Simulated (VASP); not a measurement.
# GaP (F-43m) in VASP: a series of runs, part 2 of 2

VASP 6.6.1. The steps go on from the part before.

### Step 3. Relaxation of cell and atoms, PBEsol, target pressure 15 GPa, at which the enthalpy is minimised

This run uses another cell than the first one, of 20.11 Å³/atom, 0.976 times its volume.

INCAR reads:

```
PREC = Accurate
ENCUT = 600
EDIFF = 1E-6
ISMEAR = 0
SIGMA = 0.01
LREAL = False
LASPH = True
NELM = 100
ALGO = Normal
ISIF = 3
LWAVE = False
LCHARG = False
GGA = PS
IBRION = 2
NSW = 100
EDIFFG = -0.002
PSTRESS = 150.0
```

KPOINTS reads:

```
regular mesh
0
Gamma
  8 8 8
```

POSCAR reads:

```
GaP
1.0
    2.7192641266      2.7192641266      0.0000000000
   -2.7192641266      2.7192641266      0.0000000000
    0.0000000000      2.7192641266      2.7192641266
Ga P
1 1
Direct
    0.0000000000      0.0000000000      0.0000000000
    0.7500000000      0.2500000000      0.5000000000
```

Potentials or basis: VASP PAW PBE potentials, release 64 (Ga_d, P).

The run is started by

```bash
> cat potpaw_PBE.64/Ga_d/POTCAR potpaw_PBE.64/P/POTCAR > POTCAR
> mpirun -np 1 vasp_std > vasp.out
```

OUTCAR:

```text
PREC = Accurate
   ENCUT = 600
   EDIFF = 1E-6
   ISMEAR = 0
   LREAL = False
   LASPH = True
   NELM = 100
   ISIF = 3
   GGA = PS
   IBRION = 2
   NSW = 100
   EDIFFG = -0.002
   PSTRESS = 150.0

 ion  position               nearest neighbor table
   1  0.000  0.000  0.000-   2 2.35   2 2.35   2 2.35   2 2.35
   2  0.750  0.250  0.500-   1 2.35   1 2.35   1 2.35   1 2.35

  LATTYP: Found a face centered cubic cell.
 ALAT       =     5.4385282532

  Lattice vectors:

 A1 = (   0.0000000000,   2.7192641266,   2.7192641266)
 A2 = (   2.7192641266,   0.0000000000,   2.7192641266)
 A3 = (   2.7192641266,   2.7192641266,   0.0000000000)

Analysis of symmetry for initial positions (statically):
=====================================================================
 Subroutine PRICEL returns:
 Original cell was already a primitive cell.

 Routine SETGRP: Setting up the symmetry group for a
 face centered cubic supercell.

 Subroutine GETGRP returns: Found 24 space group operations
 (whereof 24 operations were pure point group operations)
 out of a pool of 48 trial point group operations.

The static configuration has the point symmetry T_d .

Analysis of symmetry for dynamics (positions and initial velocities):
=====================================================================
 Subroutine PRICEL returns:
 Original cell was already a primitive cell.

 Routine SETGRP: Setting up the symmetry group for a
 face centered cubic supercell.

 Subroutine GETGRP returns: Found 24 space group operations
 (whereof 24 operations were pure point group operations)
 out of a pool of 48 trial point group operations.

The dynamic configuration has the point symmetry T_d .

 Subroutine INISYM returns: Found 24 space group operations
 (whereof 24 operations are pure point group operations),
 and found     1 'primitive' translations

----------------------------------------------------------------------------------------

                                     Primitive cell

  volume of cell :      40.2146

  direct lattice vectors                    reciprocal lattice vectors
     2.719264127  2.719264127  0.000000000     0.183873275  0.183873275 -0.183873275
    -2.719264127  2.719264127  0.000000000    -0.183873275  0.183873275 -0.183873275
     0.000000000  2.719264127  2.719264127     0.000000000  0.000000000  0.367746550

  length of vectors
     3.845620208  3.845620208  3.845620208     0.318477854  0.318477854  0.367746550

  position of ions in fractional coordinates (direct lattice)
     0.000000000  0.000000000  0.000000000
     0.750000000  0.250000000  0.500000000

  ion indices of the primitive-cell ions
   primitive index   ion index
                 1           1
                 2           2

----------------------------------------------------------------------------------------

 KPOINTS: regular mesh

Automatic generation of k-mesh.
 Grid dimensions read from file:
 generate k-points for:    8    8    8

 Generating k-lattice:

  Cartesian coordinates                     Fractional coordinates (reciprocal lattice)
     0.022984159  0.022984159 -0.022984159     0.125000000  0.000000000  0.000000000
    -0.022984159  0.022984159 -0.022984159     0.000000000  0.125000000  0.000000000
[... 45 lines left out ...]
   ions per type =               1   1
   NGX,Y,Z   is equivalent  to a cutoff of  13.83, 13.83, 13.83 a.u.
   NGXF,Y,Z  is equivalent  to a cutoff of  27.67, 27.67, 27.67 a.u.
 SYSTEM =  unknown system
   PREC   = accura    normal or accurate (medium, high low for compatibility)
   ISTART =      0    job   : 0-new  1-cont  2-samecut
   ICHARG =      2    charge: 1-file 2-atom 10-const
   ISPIN  =      1    spin polarized calculation?
   LNONCOLLINEAR =      F non collinear calculations
   LSORBIT =      F    spin-orbit coupling
   LASPH  =      T    aspherical Exc in radial PAW
   ENCUT  =  600.0 eV  44.10 Ry    6.64 a.u.   7.68  7.68  7.68*2*pi/ulx,y,z
   NELM   =    100;   NELMIN=  2; NELMDL= -5     # of ELM steps
   EDIFF  = 0.1E-05   stopping-criterion for ELM
   LREAL  =      F    real-space projection
   EDIFFG = -.2E-02   stopping-criterion for IOM
   NSW    =    100    number of steps for IOM
   IBRION =      2    ionic relax: 0-MD 1-quasi-New 2-CG
   NFREE  =      1    steps in history (QN), initial steepest desc. (CG)
   ISIF   =      3    stress and relaxation
   ISYM   =      2    0-nonsym 1-usesym 2-fastsym
   POTIM  = 0.5000    time-step for ionic-motion
   TEBEG  =    0.0;   TEEND  =   0.0 temperature during run
   PSTRESS=  150.0 pullay stress
   NELECT =      18.0000    total number of electrons
   NUPDOWN=      -1.0000    fix difference up-down
   EMIN   =  10.00;   EMAX   =-10.00  energy-range for DOS
   EFERMI =   0.00;   METHOD = LEGACY
   ISMEAR =     0;   SIGMA  =   0.01  broadening in eV -4-tet -1-fermi 0-gaus
   EFERMI_NEDOS =   21; number of points for ismear=-14 and -15
   IALGO  =     38    algorithm
   IMIX   =      4    mixing-type and parameters
     AMIX     =   0.40;   BMIX     =  1.00
     AMIX_MAG =   1.60;   BMIX_MAG =  1.00
  volume/ion in A,a.u.               =      20.11       135.69
  Fermi-wavevector in a.u.,A,eV,Ry     =   1.252288  2.366481 21.337005  1.568226
  Thomas-Fermi vector in A             =   2.386196
   LORBIT       =      0    0 simple, 1 ext, 2 COOP (PROOUT), +10 PAW based schemes
   GGA     = PS    functional components
   LHFCALC =     F    Hartree Fock is set to
   AEXX    =    0.0000 exact exchange contribution
   IVDW    =     0    specifies the selected vdW correction
   LEPSILON=     F    determine dielectric tensor
   LRPA    =     F    only Hartree local field effects (RPA)
 conjugate gradient relaxation of ions
 non-spin polarized calculation
 Gauss-broadening in eV      SIGMA  =   0.01
  energy-cutoff  :      600.00
  volume of cell :       40.21
 maximum number of plane-waves:      1363
   NGX = 15   NGY = 15   NGZ = 15

--------------------------------------- Ionic step        1  -------------------------------------------

 number of electron      18.0000005 magnetization

 Free energy of the ion-electron system (eV)
  ---------------------------------------------------
  ext. energy  EPLUGINS =         0.00000000
  ---------------------------------------------------
  free energy    TOTEN  =        -9.92110145 eV

  energy without entropy =       -9.92110145  energy(sigma->0) =       -9.92110145

------------------------ aborting loop because EDIFF is reached ----------------------------------------

  FORCE on cell =-STRESS in cart. coord.  units (eV):
  Direction    XX          YY          ZZ          XY          YZ          ZX
  --------------------------------------------------------------------------------------
  -------------------------------------------------------------------------------------
  Total       -0.0227112     -0.0227112     -0.0227112      0.0000000     -0.0000000      0.0000000
  in kB       -0.9048287     -0.9048287     -0.9048287      0.0000000     -0.0000000      0.0000000
  external PRESSURE =    -150.9048287 kB  Pullay stress =     150.0000000 kB
[... 215 lines left out ...]
--------------------------------------- Ionic step        7  -------------------------------------------

 number of electron      18.0000001 magnetization

 Free energy of the ion-electron system (eV)
  ---------------------------------------------------
  ext. energy  EPLUGINS =         0.00000000
  ---------------------------------------------------
  free energy    TOTEN  =        -9.71441160 eV

  energy without entropy =       -9.71441160  energy(sigma->0) =       -9.71441160

 E-fermi :   6.1651     XC(G=0): -10.6676

 val. band max:        6.1115494493   @ k =   0.0000   0.0000   0.0000
 cond. band min:       7.3028069962   @ k =   0.5000   0.5000   0.0000
 fundamental gap:      1.1912575469
 Fermi energy:         6.1650788957

 k-point     1 :       0.0000    0.0000    0.0000
  band No.  band energies     occupation
      1      -8.7574      2.00000
      2      -8.7574      2.00000
      3      -8.7574      2.00000
      4      -8.6058      2.00000
      5      -8.6058      2.00000
      6      -7.5633      2.00000
      7       6.1115      2.00000
      8       6.1115      2.00000
      9       6.1115      2.00000
     10       9.0379      0.00000
     11       9.8646      0.00000
     12       9.8646      0.00000
     13       9.8646      0.00000
[... 354 lines left out ...]
  band No.  band energies     occupation
      1      -8.9037      2.00000
      2      -8.7103      2.00000
      3      -8.6904      2.00000
      4      -8.6160      2.00000
      5      -8.5945      2.00000
      6      -4.4754      2.00000
      7      -1.1241      2.00000
      8       2.3339      2.00000
      9       3.7311      2.00000
     10       9.8476      0.00000
     11      10.2010      0.00000
     12      12.9255      0.00000
     13      14.3380      0.00000

 [... further k-points ...]
[... 5 lines left out ...]
  --------------------------------------------------------------------------------------
  -------------------------------------------------------------------------------------
  Total        3.2977425      3.2977425      3.2977425      0.0000000      0.0000000      0.0000000
  in kB      150.0787953    150.0787953    150.0787953      0.0000000      0.0000000      0.0000000
  external PRESSURE =       0.0787953 kB  Pullay stress =     150.0000000 kB
[... 21 lines left out ...]
  energy  without entropy=       -9.7144116001  energy(sigma->0) =       -9.71441160

  enthalpy is  TOTEN    =        -6.4184004899 eV   P V=        3.2960111102

 reached required accuracy - stopping structural energy minimisation
```

OSZICAR:

```text
N       E                     dE             d eps       ncg     rms          rms(c)
DAV:   1     0.839644543504E+02    0.83964E+02   -0.10080E+04   767   0.212E+03
DAV:   2    -0.367611014233E+01   -0.87641E+02   -0.84555E+02   849   0.362E+02
DAV:   3    -0.100947110672E+02   -0.64186E+01   -0.63835E+01   932   0.790E+01
[... 62 lines left out ...]
DAV:   2    -0.971461398220E+01    0.76130E-03   -0.13683E-03   974   0.109E+00    0.825E-02
DAV:   3    -0.971443126168E+01    0.18272E-03   -0.19038E-04  1014   0.346E-01    0.206E-02
DAV:   4    -0.971441350494E+01    0.17757E-04   -0.23551E-05   959   0.761E-02    0.757E-03
DAV:   5    -0.971441157543E+01    0.19295E-05   -0.10238E-06   407   0.166E-02    0.245E-03
DAV:   6    -0.971441160012E+01   -0.24689E-07   -0.32344E-07   377   0.879E-03
   7 F= -.64184005E+01 E0= -.64184005E+01  d E =-.719012E-04
```

CONTCAR:

```text
GaP
   1.00000000000000
     2.6013133207549561    2.6013133207549561    0.0000000000000000
    -2.6013133207549561    2.6013133207549561    0.0000000000000000
     0.0000000000000000    2.6013133207549561    2.6013133207549561
  Ga              P
     1     1
Direct
     0.0000000000000000    0.0000000000000000    0.0000000000000000
     0.7500000000000000    0.2500000000000000    0.5000000000000000

  0.00000000E+00  0.00000000E+00  0.00000000E+00
  0.00000000E+00  0.00000000E+00  0.00000000E+00
```

Wall time 2.6 min (1 thread of AMD EPYC 7R13, shared host); peak memory 0.17 GiB.

What came out:

```yaml
Free_energy: -9.7144 eV
Relaxed_volume: 17.60 Å³/atom
Relaxed_cell: a = 3.679 Å, b = 3.679 Å, c = 3.679 Å, α = 60.00°, β = 60.00°, γ = 90.00°
Space_group_after_relaxing_to_0.05_Å: F-43m (No. 216)
Energy_change_on_relaxing_the_enthalpy_is_what_falls: +103.3 meV/atom
Ionic_steps: 7
Pressure_after_relaxing: 15.0 GPa
Band_gap_on_the_k_mesh: 1.19 eV, indirect (least direct gap 2.93 eV)
```

The path:
```csv
step,energy change (eV),largest force (eV/Å),pressure (GPa),volume (Å³)
1,0.0000,0.0000,-0.09,40.21
2,1.0976,0.0000,45.17,30.17
3,0.1919,0.0000,14.31,35.37
4,0.2049,0.0000,14.95,35.22
5,0.2139,0.0000,15.33,35.13
6,0.1986,0.0000,14.58,35.29
7,0.2067,0.0000,15.01,35.21
```

Final structure:
```cif
data_structure
_symmetry_space_group_name_H-M 'P 1'
_symmetry_Int_Tables_number 1
_cell_length_a 3.6788
_cell_length_b 3.6788
_cell_length_c 3.6788
_cell_angle_alpha 60.000
_cell_angle_beta 60.000
_cell_angle_gamma 90.000
_cell_volume 35.21
loop_
_atom_site_label
_atom_site_type_symbol
_atom_site_fract_x
_atom_site_fract_y
_atom_site_fract_z
_atom_site_occupancy
Ga1 Ga 0.00000 0.00000 0.00000 1
P1 P 0.75000 0.25000 0.50000 1
```

Caveat: the cell is relaxed towards a set pressure, so the enthalpy falls and the energy may rise; the PAW data sets were made with another functional, which shifts forces and pressure a little. A k mesh can miss the band edges.
